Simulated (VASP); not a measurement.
# PtS2 in VASP: single point with PBE+D3(BJ)

Aim: the single point of PtS2 with PBE+D3(BJ).

Program: VASP 6.6.1. These are calculated values, not measurements. Logs are shortened: lines on timing, memory, paths and dates and some standing lists are left out, and cuts for length are marked.

## 1. The cell of the first run

The cell holds a slab with vacuum, 3 atoms: a = 3.541 Å, b = 3.541 Å, c = 30.825 Å, α = 90.00°, β = 90.00°, γ = 120.00°.

## 2. Single point, PBE+D3(BJ)

File POSCAR:

```
PtS2
1.0
    3.5414376595      0.0000000000      0.0000000000
   -1.7707188298      3.0669749791      0.0000000000
    0.0000000000      0.0000000000     30.8254864128
S Pt
2 1
Direct
    0.6666666667      0.3333333333      0.4597154276
    0.3333333333      0.6666666667      0.5402845724
    0.0000000000      0.0000000000      0.5000000000
```

File INCAR.step1:

```
PREC = Accurate ; ENCUT = 520
EDIFF = 1E-7 ; ISMEAR = 0
SIGMA = 0.02 ; LREAL = False
LASPH = True ; NELM = 60
ALGO = Normal ; ISIF = 2
LWAVE = False ; LCHARG = True
LMAXMIX = 4 ; LDIPOL = True
IDIPOL = 3 ; DIPOL = 0.5 0.5 0.500
GGA = PE ; IVDW = 12
NBANDS = 18
```

File KPOINTS.step1:

```
Automatic mesh
0
Gamma
  9 9 1
```

File INCAR.step2:

```
PREC = Accurate ; ENCUT = 520
EDIFF = 1E-7 ; ISMEAR = -5
SIGMA = 0.02 ; LREAL = False
LASPH = True ; NELM = 60
ALGO = Normal ; ISIF = 2
LWAVE = False ; LCHARG = False
LMAXMIX = 4 ; LDIPOL = True
IDIPOL = 3 ; DIPOL = 0.5 0.5 0.500
GGA = PE ; IVDW = 12
LORBIT = 10 ; NEDOS = 1001
ICHARG = 11
```

File KPOINTS.step2:

```
Automatic mesh
0
Gamma
  14 14 1
```

Potentials or basis: VASP PAW PBE potentials, release 64 (S, Pt).

Started as:

```
cat potpaw_PBE.64/S/POTCAR potpaw_PBE.64/Pt/POTCAR > POTCAR
cp INCAR.step1 INCAR
cp KPOINTS.step1 KPOINTS
mpirun -np 1 vasp_std > vasp.out
cp INCAR.step2 INCAR
cp KPOINTS.step2 KPOINTS
mpirun -np 1 vasp_std > vasp.out
```

OUTCAR:

```text
PREC = Accurate
   ENCUT = 520
   EDIFF = 1E-7
   ISMEAR = -5
   LREAL = False
   LASPH = True
   NELM = 60
   ISIF = 2
   GGA = PE
   IVDW = 12
   LORBIT = 10
   ICHARG = 11
 IVDW          = 12

 ion  position               nearest neighbor table
   1  0.667  0.333  0.460-   3 2.39   3 2.39   3 2.39
   2  0.333  0.667  0.540-   3 2.39   3 2.39   3 2.39
   3  0.000  0.000  0.500-   1 2.39   2 2.39   1 2.39   2 2.39   1 2.39   2 2.39

  LATTYP: Found a hexagonal cell.
 ALAT       =     3.5414376595
 C/A-ratio  =     8.7042295747

  Lattice vectors:

 A1 = (   3.5414376595,   0.0000000000,   0.0000000000)
 A2 = (  -1.7707188298,   3.0669749791,   0.0000000000)
 A3 = (   0.0000000000,   0.0000000000,  30.8254864128)

Analysis of symmetry for initial positions (statically):
=====================================================================
 Subroutine PRICEL returns:
 Original cell was already a primitive cell.

 Routine SETGRP: Setting up the symmetry group for a
 hexagonal supercell.

 Subroutine GETGRP returns: Found 12 space group operations
 (whereof 12 operations were pure point group operations)
 out of a pool of 24 trial point group operations.

The static configuration has the point symmetry D_3d.

Analysis of symmetry for dynamics (positions and initial velocities):
=====================================================================
 Subroutine PRICEL returns:
 Original cell was already a primitive cell.

 Routine SETGRP: Setting up the symmetry group for a
 hexagonal supercell.

 Subroutine GETGRP returns: Found 12 space group operations
 (whereof 12 operations were pure point group operations)
 out of a pool of 24 trial point group operations.

The dynamic configuration has the point symmetry D_3d.

 Subroutine INISYM returns: Found 12 space group operations
 (whereof 12 operations are pure point group operations),
 and found     1 'primitive' translations

----------------------------------------------------------------------------------------

                                     Primitive cell

  volume of cell :     334.8110

  direct lattice vectors                    reciprocal lattice vectors
     3.541437660  0.000000000  0.000000000     0.282371200  0.163027088  0.000000000
    -1.770718830  3.066974979  0.000000000     0.000000000  0.326054176  0.000000000
     0.000000000  0.000000000 30.825486413     0.000000000  0.000000000  0.032440688

  length of vectors
     3.541437660  3.541437660 30.825486413     0.326054176  0.326054176  0.032440688

  position of ions in fractional coordinates (direct lattice)
     0.666666667  0.333333333  0.459715428
     0.333333333  0.666666667  0.540284572
     0.000000000  0.000000000  0.500000000

  ion indices of the primitive-cell ions
   primitive index   ion index
                 1           1
                 2           2
                 3           3

----------------------------------------------------------------------------------------

 KPOINTS: Automatic mesh

Automatic generation of k-mesh.
 Grid dimensions read from file:
 generate k-points for:   14   14    1

 Generating k-lattice:

  Cartesian coordinates                     Fractional coordinates (reciprocal lattice)
     0.020169371  0.011644792  0.000000000     0.071428571 -0.000000000  0.000000000
     0.000000000  0.023289584  0.000000000     0.000000000  0.071428571  0.000000000
     0.000000000  0.000000000  0.032440688     0.000000000  0.000000000  1.000000000

  Length of vectors
     0.023289584  0.023289584  0.032440688

  Shift w.r.t. Gamma in fractional coordinates (k-lattice)
     0.000000000  0.000000000  0.000000000

 TETIRR: Found    105 inequivalent tetrahedra from     1176

 Subroutine IBZKPT returns following result:
 ===========================================

 Found     24 irreducible k-points:

 Following reciprocal coordinates:
            Coordinates               Weight
  0.000000  0.000000  0.000000      1.000000
  0.071429  0.000000  0.000000      6.000000
  0.142857  0.000000  0.000000      6.000000
  0.214286  0.000000  0.000000      6.000000
  0.285714  0.000000  0.000000      6.000000
  0.357143  0.000000  0.000000      6.000000
[... 16 lines left out ...]
  0.285714  0.285714  0.000000      6.000000
  0.357143  0.285714  0.000000      6.000000
   k-points           NKPTS =     24   k-points in BZ     NKDIM =     24   number of bands    NBANDS=     15
   number of dos      NEDOS =   1001   number of ions     NIONS =      3
   total plane-waves  NPLWV = 188160
   dimension x,y,z NGX =    28 NGY =   28 NGZ =  240
   dimension x,y,z NGXF=    56 NGYF=   56 NGZF=  480
   ions per type =               2   1
   NGX,Y,Z   is equivalent  to a cutoff of  13.14, 13.14, 12.94 a.u.
   NGXF,Y,Z  is equivalent  to a cutoff of  26.29, 26.29, 25.89 a.u.
 SYSTEM =  unknown system
   PREC   = accura    normal or accurate (medium, high low for compatibility)
   ISTART =      0    job   : 0-new  1-cont  2-samecut
   ICHARG =     11    charge: 1-file 2-atom 10-const
   ISPIN  =      1    spin polarized calculation?
   LNONCOLLINEAR =      F non collinear calculations
   LSORBIT =      F    spin-orbit coupling
   LASPH  =      T    aspherical Exc in radial PAW
   ENCUT  =  520.0 eV  38.22 Ry    6.18 a.u.   6.58  6.58 57.31*2*pi/ulx,y,z
   NELM   =     60;   NELMIN=  2; NELMDL=  0     # of ELM steps
   EDIFF  = 0.1E-06   stopping-criterion for ELM
   LREAL  =      F    real-space projection
   EDIFFG = 0.1E-05   stopping-criterion for IOM
   NSW    =      0    number of steps for IOM
   IBRION =     -1    ionic relax: 0-MD 1-quasi-New 2-CG
   NFREE  =      0    steps in history (QN), initial steepest desc. (CG)
   ISIF   =      2    stress and relaxation
   ISYM   =      2    0-nonsym 1-usesym 2-fastsym
   POTIM  = 0.5000    time-step for ionic-motion
   TEBEG  =    0.0;   TEEND  =   0.0 temperature during run
   PSTRESS=    0.0 pullay stress
   NELECT =      22.0000    total number of electrons
   NUPDOWN=      -1.0000    fix difference up-down
   EMIN   =  10.00;   EMAX   =-10.00  energy-range for DOS
   EFERMI =   0.00;   METHOD = LEGACY
   ISMEAR =    -5;   SIGMA  =   0.02  broadening in eV -4-tet -1-fermi 0-gaus
   EFERMI_NEDOS =   21; number of points for ismear=-14 and -15
   IALGO  =     38    algorithm
   IMIX   =      4    mixing-type and parameters
     AMIX     =   0.40;   BMIX     =  1.00
     AMIX_MAG =   1.60;   BMIX_MAG =  1.00
  volume/ion in A,a.u.               =     111.60       753.14
  Fermi-wavevector in a.u.,A,eV,Ry     =   0.660616  1.248383  5.937767  0.436414
  Thomas-Fermi vector in A             =   1.733119
   LORBIT       =     10    0 simple, 1 ext, 2 COOP (PROOUT), +10 PAW based schemes
   GGA     = PE    functional components
   LHFCALC =     F    Hartree Fock is set to
   AEXX    =    0.0000 exact exchange contribution
   IVDW    =    12    specifies the selected vdW correction
   LEPSILON=     F    determine dielectric tensor
   LRPA    =     F    only Hartree local field effects (RPA)
 non-spin polarized calculation
 Fermi weights with tetrahedron method with Bloechl corrections
  energy-cutoff  :      520.00
  volume of cell :      334.81
 maximum number of plane-waves:      9115
 NGX is ok and might be reduce to    28

 number of electron      21.9999998 magnetization

 dipolmoment           0.000000      0.000000     -0.000000 electrons x Angstroem

 Free energy of the ion-electron system (eV)
  ---------------------------------------------------
  ext. energy  EPLUGINS =         0.00000000
  ---------------------------------------------------
  free energy    TOTEN  =       -15.45301744 eV

  energy without entropy =      -15.45301744  energy(sigma->0) =      -15.45301744

 E-fermi :  -4.3377     XC(G=0):  -2.1334

 val. band max:       -4.3417766573   @ k =   0.1429   0.0000   0.0000
 cond. band min:      -2.5086105788   @ k =   0.2143   0.0000   0.0000
 fundamental gap:      1.8331660785
 Fermi energy:        -4.3377350809

 k-point     1 :       0.0000    0.0000    0.0000
  band No.  band energies     occupation
      1     -18.3666      2.00000
      2     -16.1658      2.00000
      3      -9.8696      2.00000
      4      -9.8696      2.00000
      5      -9.5985      2.00000
      6      -7.2071      2.00000
      7      -7.2071      2.00000
      8      -5.1645      2.00000
      9      -5.0380      2.00000
     10      -4.5676      2.00000
     11      -4.5676      2.00000
     12      -1.0900      0.00000
     13      -1.0900      0.00000
     14       1.0949      0.00000
     15       1.4663      0.00000

 k-point     2 :       0.0714    0.0000    0.0000
  band No.  band energies     occupation
      1     -18.3022      2.00000
      2     -16.1793      2.00000
      3      -9.8664      2.00000
      4      -9.8294      2.00000
      5      -9.5388      2.00000
      6      -7.3043      2.00000
      7      -7.2613      2.00000
      8      -5.4620      2.00000
      9      -4.9374      2.00000
     10      -4.5333      2.00000
     11      -4.4352      2.00000
     12      -1.4172      0.00000
     13      -1.1789      0.00000
     14       1.2471      0.00000
     15       1.5916      0.00000
[... 365 lines left out ...]
      3      -9.9498      2.00000
      4      -9.4622      2.00000
      5      -9.1097      2.00000
      6      -7.9287      2.00000
      7      -7.8609      2.00000
      8      -6.6209      2.00000
      9      -6.4959      2.00000
     10      -5.3679      2.00000
     11      -4.7613      2.00000
     12      -2.3579      0.00000
     13      -1.8462      0.00000
     14       2.5045      0.00000
     15       3.8552      0.00000

 k-point    24 :       0.3571    0.2857    0.0000
  band No.  band energies     occupation
      1     -16.4688      2.00000
      2     -16.4303      2.00000
      3      -9.8698      2.00000
      4      -9.5016      2.00000
      5      -9.2716      2.00000
      6      -7.8224      2.00000
      7      -7.8006      2.00000
      8      -6.7545      2.00000
      9      -6.6095      2.00000
     10      -5.1486      2.00000
     11      -4.9425      2.00000
     12      -2.2482      0.00000
     13      -2.0148      0.00000
     14       2.5219      0.00000
     15       4.4975      0.00000

------------------------ aborting loop because EDIFF is reached ----------------------------------------

 vacuum level on the upper side and lower side of the slab       (xc-potential included)        -0.049        -0.049

 Edisp (eV)   -0.82763

 E8    (eV) :    -0.3564

  FORCE on cell =-STRESS in cart. coord.  units (eV):
  Direction    XX          YY          ZZ          XY          YZ          ZX
  --------------------------------------------------------------------------------------
  -------------------------------------------------------------------------------------
  Total      -0.18330    -0.18330    -0.13478     0.00000     0.00000     0.00000
  in kB      -0.87714    -0.87714    -0.64495     0.00000     0.00000     0.00000
  external pressure =       -0.80 kB  Pullay stress =        0.00 kB

 VOLUME and BASIS-vectors are now :
 -----------------------------------------------------------------------------
  energy-cutoff  :      520.00
  volume of cell :      334.81
      direct lattice vectors                 reciprocal lattice vectors
     3.541437660  0.000000000  0.000000000     0.282371200  0.163027088  0.000000000
    -1.770718830  3.066974979  0.000000000     0.000000000  0.326054176  0.000000000
     0.000000000  0.000000000 30.825486413     0.000000000  0.000000000  0.032440688

 POSITION                                       TOTAL-FORCE (eV/Angst)
 -----------------------------------------------------------------------------------
      1.77072      1.02232     14.17095         0.000000      0.000000      0.038937
     -0.00000      2.04465     16.65453        -0.000000     -0.000000     -0.038937
      0.00000      0.00000     15.41274        -0.000000      0.000000      0.000000
 -----------------------------------------------------------------------------------
    total drift:                                0.000000      0.000000     -0.000000

  FREE ENERGIE OF THE ION-ELECTRON SYSTEM (eV)
  ---------------------------------------------------
  free  energy   TOTEN  =       -16.2806485640 eV

  energy  without entropy=      -16.2806485640  energy(sigma->0) =      -16.28064856

 vacuum level on the upper side and lower side of the slab         1.949         1.949

 total charge

# of ion       s       p       d       tot
------------------------------------------
    1        1.359   2.280   0.000   3.639
    2        1.359   2.280   0.000   3.639
    3        0.693   0.780   7.968   9.441
--------------------------------------------------
tot          3.410   5.341   7.968  16.719
```

Run time: 6.8 min. Hardware: 1 thread of Intel Xeon 8259CL, shared host; peak memory 0.48 GiB.

Results:

| Property | Result |
| --- | --- |
| Valence electrons inside the program's atomic spheres | S 3.64; Pt 9.44 |
| Dispersion energy per atom | -0.276 eV |

Caveat: spin-orbit coupling is left out, which moves the levels of the heavy elements.
